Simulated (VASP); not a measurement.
# AlRu (Amm2) in VASP: a series of runs

The runs below take AlRu through single point, with PBE.

All numbers are computed with VASP 6.6.1; they aren't measurements. Logs are shortened: lines on timing, memory, paths and dates and some standing lists are left out, and cuts for length are marked.

## 1. The cell of the first run

The structure is orthorhombic, space group Amm2 (No. 38). The conventional cell has a = 3.004 Å, b = 4.248 Å, c = 4.248 Å, α = 90.00°, β = 90.00°, γ = 90.00°. Within 3.1 Å of Al (site symmetry mm2) lie 8 Ru at 2.25 to 2.98 Å and 6 Al at 3.00 Å. Within 3.1 Å of Ru (site symmetry mm2) lie 8 Al at 2.25 to 2.98 Å and 6 Ru at 3.00 Å.

## 2. Single point, PBE (atom 1 (Al) moved by (-0.450, +0.000) A along [1 1 0] and z)

INCAR reads:

```
PREC     = Accurate       # precision mode
ENCUT    = 520            # plane-wave cutoff, eV
EDIFF    = 1E-6           # SCF threshold, eV
ISMEAR   = 0              # smearing method
SIGMA    = 0.15           # smearing width, eV
LREAL    = F              # projectors in reciprocal space
LASPH    = T              # aspherical terms in the spheres
NELM     = 80             # most SCF steps
ALGO     = Fast           # electronic algorithm
ISIF     = 2              # what is computed and relaxed
LWAVE    = F              # write WAVECAR
LCHARG   = F              # write CHGCAR
GGA      = PE             # functional
NBANDS   = 16             # bands
```

KPOINTS reads:

```
Automatic mesh
0
Gamma
  20 20 20
```

POSCAR reads:

```
AlRu
1.0
    3.0040847246      0.0000000000      0.0000000000
    0.0000000000      3.0040847246      0.0000000000
    0.0000000000      0.0000000000      3.0040847246
Al Ru
1 1
Direct
   -0.1059217967     -0.1059217967      0.0000000000
    0.5000000000      0.5000000000      0.5000000000
```

Potentials or basis: VASP PAW PBE potentials, release 64 (Al, Ru_pv).

The run is started by

```console
$ cat potpaw_PBE.64/Al/POTCAR potpaw_PBE.64/Ru_pv/POTCAR > POTCAR
$ mpirun -np 1 vasp_std > vasp.out
```

OUTCAR:

```text
PREC = Accurate
   ENCUT = 520
   EDIFF = 1E-6
   ISMEAR = 0
   LREAL = F
   LASPH = T
   NELM = 80
   ISIF = 2
   GGA = PE

 ion  position               nearest neighbor table
   1  0.894  0.894  0.000-   2 2.25   2 2.25   2 2.64   2 2.64   2 2.64   2 2.64   2 2.98   2 2.98

   2  0.500  0.500  0.500-   1 2.25   1 2.25   1 2.64   1 2.64   1 2.64   1 2.64   1 2.98   1 2.98

  LATTYP: Found a simple cubic cell.
 ALAT       =     3.0040847246

  Lattice vectors:

 A1 = (   3.0040847246,   0.0000000000,   0.0000000000)
 A2 = (   0.0000000000,   3.0040847246,   0.0000000000)
 A3 = (   0.0000000000,   0.0000000000,   3.0040847246)

Analysis of symmetry for initial positions (statically):
=====================================================================
 Subroutine PRICEL returns:
 Original cell was already a primitive cell.

 Routine SETGRP: Setting up the symmetry group for a
 simple cubic supercell.

 Subroutine GETGRP returns: Found  4 space group operations
 (whereof  4 operations were pure point group operations)
 out of a pool of 48 trial point group operations.

The static configuration has the point symmetry C_2v.

Analysis of symmetry for dynamics (positions and initial velocities):
=====================================================================
 Subroutine PRICEL returns:
 Original cell was already a primitive cell.

 Routine SETGRP: Setting up the symmetry group for a
 simple cubic supercell.

 Subroutine GETGRP returns: Found  4 space group operations
 (whereof  4 operations were pure point group operations)
 out of a pool of 48 trial point group operations.

The dynamic configuration has the point symmetry C_2v.

 Subroutine INISYM returns: Found  4 space group operations
 (whereof  4 operations are pure point group operations),
 and found     1 'primitive' translations

----------------------------------------------------------------------------------------

                                     Primitive cell

  volume of cell :      27.1104

  direct lattice vectors                    reciprocal lattice vectors
     3.004084725  0.000000000  0.000000000     0.332880092  0.000000000  0.000000000
     0.000000000  3.004084725  0.000000000     0.000000000  0.332880092  0.000000000
     0.000000000  0.000000000  3.004084725     0.000000000  0.000000000  0.332880092

  length of vectors
     3.004084725  3.004084725  3.004084725     0.332880092  0.332880092  0.332880092

  position of ions in fractional coordinates (direct lattice)
     0.894078203  0.894078203  0.000000000
     0.500000000  0.500000000  0.500000000

  ion indices of the primitive-cell ions
   primitive index   ion index
                 1           1
                 2           2

----------------------------------------------------------------------------------------

 KPOINTS: Automatic mesh

Automatic generation of k-mesh.
 Grid dimensions read from file:
 generate k-points for:   20   20   20

 Generating k-lattice:

  Cartesian coordinates                     Fractional coordinates (reciprocal lattice)
     0.016644005  0.000000000  0.000000000     0.050000000  0.000000000  0.000000000
     0.000000000  0.016644005  0.000000000     0.000000000  0.050000000  0.000000000
     0.000000000  0.000000000  0.016644005     0.000000000  0.000000000  0.050000000

  Length of vectors
     0.016644005  0.016644005  0.016644005

  Shift w.r.t. Gamma in fractional coordinates (k-lattice)
     0.000000000  0.000000000  0.000000000

 Subroutine IBZKPT returns following result:
 ===========================================

 Found   1221 irreducible k-points:

 Following reciprocal coordinates:
            Coordinates               Weight
  0.000000  0.000000  0.000000      1.000000
  0.050000  0.000000  0.000000      4.000000
  0.000000  0.000000  0.050000      2.000000
  0.100000  0.000000  0.000000      4.000000
  0.000000  0.000000  0.100000      2.000000
  0.150000  0.000000  0.000000      4.000000
[... 16 lines left out ...]
  0.000000  0.050000  0.050000      8.000000
 -0.050000  0.050000  0.000000      2.000000
 [... further k-points ...]
   k-points           NKPTS =   1221   k-points in BZ     NKDIM =   1221   number of bands    NBANDS=     16
   number of dos      NEDOS =    301   number of ions     NIONS =      2
   total plane-waves  NPLWV =  13824
   dimension x,y,z NGX =    24 NGY =   24 NGZ =   24
   dimension x,y,z NGXF=    48 NGYF=   48 NGZF=   48
   ions per type =               1   1
   NGX,Y,Z   is equivalent  to a cutoff of  13.28, 13.28, 13.28 a.u.
   NGXF,Y,Z  is equivalent  to a cutoff of  26.56, 26.56, 26.56 a.u.
 SYSTEM =  unknown system
   PREC   = accura    normal or accurate (medium, high low for compatibility)
   ISTART =      0    job   : 0-new  1-cont  2-samecut
   ICHARG =      2    charge: 1-file 2-atom 10-const
   ISPIN  =      1    spin polarized calculation?
   LNONCOLLINEAR =      F non collinear calculations
   LSORBIT =      F    spin-orbit coupling
   LASPH  =      T    aspherical Exc in radial PAW
   ENCUT  =  520.0 eV  38.22 Ry    6.18 a.u.   5.59  5.59  5.59*2*pi/ulx,y,z
   NELM   =     80;   NELMIN=  2; NELMDL= -5     # of ELM steps
   EDIFF  = 0.1E-05   stopping-criterion for ELM
   LREAL  =      F    real-space projection
   EDIFFG = 0.1E-04   stopping-criterion for IOM
   NSW    =      0    number of steps for IOM
   IBRION =     -1    ionic relax: 0-MD 1-quasi-New 2-CG
   NFREE  =      0    steps in history (QN), initial steepest desc. (CG)
   ISIF   =      2    stress and relaxation
   ISYM   =      2    0-nonsym 1-usesym 2-fastsym
   POTIM  = 0.5000    time-step for ionic-motion
   TEBEG  =    0.0;   TEEND  =   0.0 temperature during run
   PSTRESS=    0.0 pullay stress
   NELECT =      17.0000    total number of electrons
   NUPDOWN=      -1.0000    fix difference up-down
   EMIN   =  10.00;   EMAX   =-10.00  energy-range for DOS
   EFERMI =   0.00;   METHOD = LEGACY
   ISMEAR =     0;   SIGMA  =   0.15  broadening in eV -4-tet -1-fermi 0-gaus
   EFERMI_NEDOS =   21; number of points for ismear=-14 and -15
   IALGO  =     68    algorithm
   IMIX   =      4    mixing-type and parameters
     AMIX     =   0.40;   BMIX     =  1.00
     AMIX_MAG =   1.60;   BMIX_MAG =  1.00
  volume/ion in A,a.u.               =      13.56        91.48
  Fermi-wavevector in a.u.,A,eV,Ry     =   1.401239  2.647958 26.714651  1.963471
  Thomas-Fermi vector in A             =   2.524120
   LORBIT       =      0    0 simple, 1 ext, 2 COOP (PROOUT), +10 PAW based schemes
   GGA     = PE    functional components
   LHFCALC =     F    Hartree Fock is set to
   AEXX    =    0.0000 exact exchange contribution
   IVDW    =     0    specifies the selected vdW correction
   LEPSILON=     F    determine dielectric tensor
   LRPA    =     F    only Hartree local field effects (RPA)
 non-spin polarized calculation
 RMM-DIIS sequential band-by-band and
 Gauss-broadening in eV      SIGMA  =   0.15
  energy-cutoff  :      520.00
  volume of cell :       27.11
 maximum number of plane-waves:       743
   NGX = 11   NGY = 11   NGZ = 11

 number of electron      16.9999996 magnetization

 Free energy of the ion-electron system (eV)
  ---------------------------------------------------
  ext. energy  EPLUGINS =         0.00000000
  ---------------------------------------------------
  free energy    TOTEN  =       -13.40630897 eV

  energy without entropy =      -13.38686522  energy(sigma->0) =      -13.39658710

 E-fermi :  10.4285     XC(G=0): -12.4412

 val. band max:       10.4284100359   @ k =   0.4000   0.3500   0.5000
 cond. band min:      10.4294558516   @ k =   0.0000   0.1000   0.0500
 fundamental gap:      0.0010458158
 Fermi energy:        10.4284726656

 k-point     1 :       0.0000    0.0000    0.0000
  band No.  band energies     occupation
      1     -31.2703      2.00000
      2     -31.2687      2.00000
      3     -31.2113      2.00000
      4       1.0032      2.00000
      5       6.7559      2.00000
      6       6.8639      2.00000
[... 8 lines left out ...]
     15      22.7842      0.00000
     16      24.3486      0.00000

 k-point     2 :       0.0500    0.0000    0.0000
  band No.  band energies     occupation
      1     -31.2712      2.00000
      2     -31.2699      2.00000
      3     -31.2135      2.00000
      4       1.0504      2.00000
      5       6.7712      2.00000
      6       6.8823      2.00000
[... 8 lines left out ...]
     15      22.7845      0.00000
     16      24.4778      0.00000

 k-point     3 :       0.0000    0.0000    0.0500
  band No.  band energies     occupation
      1     -31.2756      2.00000
      2     -31.2682      2.00000
      3     -31.2109      2.00000
      4       1.0518      2.00000
      5       6.7766      2.00000
      6       6.8796      2.00000
[... 8 lines left out ...]
     15      22.7847      0.00000
     16      24.5392      0.00000

 k-point     4 :       0.1000    0.0000    0.0000
  band No.  band energies     occupation
      1     -31.2796      2.00000
      2     -31.2687      2.00000
      3     -31.2183      2.00000
      4       1.1907      2.00000
      5       6.8150      2.00000
      6       6.9328      2.00000
[... 8 lines left out ...]
     15      22.7855      0.00000
     16      24.9106      0.00000
[... 324 lines left out ...]
 k-point    22 :       0.0500    0.0500    0.0000
  band No.  band energies     occupation
      1     -31.2735      2.00000
      2     -31.2695      2.00000
      3     -31.2157      2.00000
      4       1.0978      2.00000
      5       6.7878      2.00000
      6       6.9005      2.00000
[... 8 lines left out ...]
     15      22.7847      0.00000
     16      24.5836      0.00000

 k-point    23 :       0.0000    0.0500    0.0500
  band No.  band energies     occupation
      1     -31.2752      2.00000
      2     -31.2706      2.00000
      3     -31.2131      2.00000
      4       1.0988      2.00000
      5       6.7925      2.00000
      6       6.8980      2.00000
[... 8 lines left out ...]
     15      22.7848      0.00000
     16      24.6507      0.00000

 k-point    24 :      -0.0500    0.0500    0.0000
  band No.  band energies     occupation
      1     -31.2731      2.00000
      2     -31.2695      2.00000
      3     -31.2161      2.00000
      4       1.0970      2.00000
      5       6.7848      2.00000
      6       6.9024      2.00000
[... 8 lines left out ...]
     15      22.7847      0.00000
     16      24.6112      0.00000

 [... further k-points ...]
[... 5 lines left out ...]
  --------------------------------------------------------------------------------------
  -------------------------------------------------------------------------------------
  Total        2.0246488      2.0246488      3.8473824      2.4624021      0.0000000      0.0000000
  in kB      119.6530439    119.6530439    227.3732690    145.5234636      0.0000000      0.0000000
  external PRESSURE =     155.5597856 kB  Pullay stress =       0.0000000 kB

 VOLUME and BASIS-vectors are now :
 -----------------------------------------------------------------------------
  energy-cutoff  :      520.00
  volume of cell :       27.11
      direct lattice vectors                 reciprocal lattice vectors
     3.004084725  0.000000000  0.000000000     0.332880092  0.000000000  0.000000000
     0.000000000  3.004084725  0.000000000     0.000000000  0.332880092  0.000000000
     0.000000000  0.000000000  3.004084725     0.000000000  0.000000000  0.332880092

 POSITION                                       TOTAL-FORCE (eV/Angst)
 -----------------------------------------------------------------------------------
      2.68589      2.68589      0.00000         3.043223      3.043223      0.000000
      1.50204      1.50204      1.50204        -3.043223     -3.043223      0.000000
 -----------------------------------------------------------------------------------
    total drift:                                0.000545      0.000545      0.000000

  FREE ENERGIE OF THE ION-ELECTRON SYSTEM (eV)
  ---------------------------------------------------
  free  energy   TOTEN  =       -13.4063089715 eV

  energy  without entropy=      -13.3868652247  energy(sigma->0) =      -13.39658710
```

It took 8 min on 1 thread of Intel Xeon 8259CL, shared host; peak memory 0.58 GiB.

What came out:

```
Free energy            : -13.4063 eV
Pressure               : 15.6 GPa
Largest force          : 4.304 eV/Å
Band gap on the k mesh : zero (an odd number of electrons rules out a gap without spin polarisation)
```

Forces in eV/Å, atoms in the order of the input:
```
Al   3.043  3.043  0.000
Ru  -3.043 -3.043  0.000
```

Stress tensor (GPa, compression positive):
```
11.97 14.55  0.00
14.55 11.97  0.00
 0.00  0.00 22.74
```

Caveat: the cell differs from its parent crystal (atom 1 (Al) moved by (-0.450, +0.000) A along [1 1 0] and z); the cell stands under pressure; forces of over 1 eV/Å act on the atoms, so gaps and moduli don't describe the material at rest.

## 3. Single point, PBE (atom 1 (Al) moved by (-0.225, +0.000) A along [1 1 0] and z)

INCAR reads:

```
SYSTEM = AlRu
  ALGO = Fast
  EDIFF = 1E-7
  ENCUT = 520
  GGA = PE
  ISIF = 2
  ISMEAR = 0
  LASPH = .True.
  LCHARG = .False.
  LREAL = .False.
  LWAVE = .False.
  NBANDS = 16
  NELM = 100
  PREC = Accurate
  SIGMA = 0.15
```

KPOINTS reads:

```
k-points
0
Gamma
  20 20 20
  0 0 0
```

Edit POSCAR of step 2 so:

```diff
@@ -8,3 +8,3 @@
 Direct
-   -0.1059217967     -0.1059217967      0.0000000000
+   -0.0529608984     -0.0529608984      0.0000000000
     0.5000000000      0.5000000000      0.5000000000
```

Potentials or basis: VASP PAW PBE potentials, release 64 (Al, Ru_pv).

The run is started by

```console
$ cat potpaw_PBE.64/Al/POTCAR potpaw_PBE.64/Ru_pv/POTCAR > POTCAR
$ mpirun -np 1 vasp_std > vasp.out
```

Run time: 6.2 min. Hardware: 1 thread of Intel Xeon 8259CL, shared host; peak memory 0.58 GiB.

Results (log left out):

- Free energy: -14.0720 eV
- Pressure: 3.8 GPa
- Largest force: 1.796 eV/Å
- Band gap on the k mesh: zero (an odd number of electrons rules out a gap without spin polarisation)

Forces on the atoms (eV/Å):
```
Al   1.270  1.270  0.000
Ru  -1.270 -1.270  0.000
```

Stress tensor (GPa, compression positive):
```
3.05 3.76 0.00
3.76 3.05 0.00
0.00 0.00 5.16
```

Levels at points of the mesh, in eV from the Fermi level:
```tsv
k point	band 5	band 6	band 7	band 8	band 9	band 10	band 11	band 12	band 13	band 14
(0.00, 0.00, 0.00)	-3.53	-3.51	0.09	0.18	0.21	6.07	6.12	6.23	10.99	11.03
(0.50, 0.00, 0.00)	-5.32	-2.76	-1.59	-1.53	0.39	2.28	7.57	10.99	11.04	12.12
(0.00, 0.00, 0.50)	-5.42	-2.74	-1.60	-1.56	0.41	2.24	7.49	11.18	11.21	11.76
(0.50, 0.50, 0.00)	-3.14	-1.32	-1.22	-1.15	-1.12	1.51	5.28	6.05	10.65	12.19
(0.00, 0.50, 0.50)	-3.04	-1.54	-1.47	-0.92	-0.85	1.51	5.24	5.99	10.85	12.19
(0.50, 0.50, 0.50)	-4.54	-4.50	1.60	1.61	2.45	4.07	4.14	4.16	8.46	8.51
```

Caveat: the cell differs from its parent crystal (atom 1 (Al) moved by (-0.225, +0.000) A along [1 1 0] and z); the cell stands under pressure; forces of over 1 eV/Å act on the atoms, so gaps and moduli don't describe the material at rest.
